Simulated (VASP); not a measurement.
Runs of VASP 6.6.1 on TaN. The structure is that of space group Fm-3m (No. 225), or close to it. The cells are those of the table. 

| task | level | potentials or basis | cell | cutoff (eV) | gap on the mesh (eV) | pressure (GPa) | relaxed volume (Å³/atom) |
| --- | --- | --- | --- | --- | --- | --- | --- |
| single point | PBEsol | VASP PAW PBE potentials, release 64 (Ta_pv, N) | a = 3.094 Å, angles 60.0°, 2 atoms | 520 | none | 1.0 | - |
| relaxation of cell and atoms | PBEsol | VASP PAW PBE potentials, release 64 (Ta_pv, N) | relaxed from a = 3.082 Å, angles 60.0°, 2 atoms | 600 | - | 0.0 | (a) |
| single point | LDA | VASP PAW LDA potentials, release 64 (Ta_pv, N) | a = 3.074 Å, angles 60.0°, 2 atoms | 520 | none | 2.0 | - |
| single point | r2SCAN+D4 | VASP PAW PBE potentials, release 64 (Ta_pv, N) | a = 3.103 Å, angles 60.0°, 2 atoms | 520 | none | 2.0 | - |
| relaxation of cell and atoms | LDA | VASP PAW LDA potentials, release 64 (Ta_pv, N) | relaxed from a = 3.082 Å, angles 60.0°, 2 atoms | 600 | - | 0.0 | 10.33 |
| relaxation of cell and atoms | r2SCAN+D4 | VASP PAW PBE potentials, release 64 (Ta_pv, N) | relaxed from a = 3.082 Å, angles 60.0°, 2 atoms | 600 | none | 0.0 | 10.62 |

Alike in all rows: no spin polarisation; k mesh 10 × 10 × 10; smearing methfessel-paxton 0.05 eV.

Fill in the values left out.

(a) 10.50.

Caveats: spin-orbit coupling is left out, which moves the levels of the heavy elements; the PAW data sets were made with another functional, which shifts forces and pressure a little (at least some runs); the highest band is partly filled, so the run has too few bands (at least some runs).

A k mesh can miss the band edges, and the runs leave out spin-orbit coupling on Ta.

A gap of «none» marks levels without a gap at the run's occupations.
